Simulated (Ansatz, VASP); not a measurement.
## KI in VASP and in Ansatz

```
K I
1.0
     0.00000    3.55945    3.55945
     3.55945    0.00000    3.55945
     3.55945    3.55945    0.00000
K I
1 1
Direct
  0.00000 0.00000 0.00000
  0.50000 0.50000 0.50000
```

Change from the starting cell: volume scaled by 1.03, PAW files.

Alike in both runs: task electric field gradients; functional PBE; k mesh 8 × 8 × 8; occupations fermi-dirac, width 0.01 eV; no spin polarisation.

|  | VASP | Ansatz |
| --- | --- | --- |
| version | VASP 6.6.1 | Ansatz 0.2.0 |
| potentials or method | VASP PAW PBE potentials, release 64 (K_sv, I) | PAW with Ansatz's default frozen-core files, scalar-relativistic |
| plane-wave cutoff (eV) | 520 | 420 |
| valence electrons in the cell | 16 | 26 |

|  | VASP | Ansatz | Ansatz less VASP |
| --- | --- | --- | --- |
| gap on the k mesh at the Fermi level (eV) | 3.91 | 3.91 | +0.004 |
| pressure (GPa) | 0.3 | 0.3 | -0.02 |

The functional is the same, so the differences come from potentials, cutoffs and numerics. VASP's potentials hold 16 valence electrons a cell and Ansatz's 26, so a difference there can come from the potentials and not from the codes.

Spin-orbit coupling is off throughout.
